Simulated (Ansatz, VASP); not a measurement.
## One calculation of HfO2, two programs

```
CELL_PARAMETERS angstrom
0.00000 2.60241 2.60241
2.60241 0.00000 2.60241
2.60241 2.60241 0.00000
ATOMIC_POSITIONS crystal
Hf 0.00000 0.00000 0.00000
O 0.25000 0.25000 0.25000
O 0.75000 0.75000 0.75000
```

Alike in both runs: task single point; functional PBE; k mesh 8 × 8 × 8; occupations gaussian, width 0.02 eV; no spin polarisation.

|  | VASP | Ansatz |
| --- | --- | --- |
| version | VASP 6.6.1 | Ansatz 0.2.0 |
| potentials or method | VASP PAW PBE potentials, release 64 (Hf_pv, O), cutoff 520 eV | scalar-relativistic, plane waves, PAW |
| valence electrons in the cell | 22 | 38 |

Ansatz gave:

| Property | Result |
| --- | --- |
| gap on the k mesh at the Fermi level (eV) | 3.59 |
| least direct gap on the mesh (eV) | 3.59 |
| pressure (GPa) | -13.5 |

**Question.** Estimate VASP's values.

**Answer.** gap on the k mesh at the Fermi level (eV): 3.59; least direct gap on the mesh (eV): 3.59; pressure (GPa): -16.5.

With one functional, cell and mesh, what is left measures potentials, basis and numerics. VASP's potentials hold 22 valence electrons a cell and Ansatz's 38, so a difference there can come from the potentials and not from the codes.

Spin-orbit coupling is off throughout.
